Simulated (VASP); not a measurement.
Wanted: the native input for a VASP 6.6.1 run.

- Task: single point
- Functional: LDA
- Potentials or basis: VASP PAW LDA potentials, release 64 (Zn, O)
- Cutoff: 520 eV
- k mesh: 8 × 8 × 4
- Occupations: gaussian, width 0.01 eV
- Spin: no spin polarisation
- Dipole correction: no
- Further INCAR settings: ALGO = Normal; EDIFF = 1e-06; NBANDS = 26

The structure of ZnO lies in POSCAR:

```
ZnO
1.0
    3.1234029347      0.0000000000      0.0000000000
   -1.5617014674      2.7049462877      0.0000000000
    0.0000000000      0.0000000000      5.2561863020
Zn O
2 2
Direct
    0.3333333333      0.6666666667      0.5055715830
    0.6666666667      0.3333333333      0.0055715830
    0.6666666667      0.3333333333      0.3734384170
    0.3333333333      0.6666666667      0.8734384170
```

This cell differs from its parent crystal: film at in-plane strain -0.02.

These files were run (other wordings do the same):

INCAR

```
ALGO = Normal
EDIFF = 1E-6
ENCUT = 520
GGA = CA
ISIF = 2
ISMEAR = 0
LASPH = T
LCHARG = T
LELF = T
LREAL = F
LVHAR = T
LWAVE = F
NBANDS = 26
NELM = 80
PREC = Accurate
SIGMA = 0.01
```

KPOINTS

```
k-points
0
Gamma
  8 8 4
```

Potentials or basis: VASP PAW LDA potentials, release 64 (Zn, O).

The run is started by

```bash
$ cat potpaw_LDA.64/Zn/POTCAR potpaw_LDA.64/O/POTCAR > POTCAR
$ mpirun -np 1 vasp_std > vasp.out
```

It gave:

- Pressure: 4.5 GPa
- Largest force: 0.010 eV/Å
- Band gap on the k mesh: 0.78 eV, direct

Caveat: the cell differs from its parent crystal (film at in-plane strain -0.02).

Run time: 24 s on 1 thread of AMD EPYC 7R13 Processor (Zen 3) (shared host), peak memory 0.12 GiB.
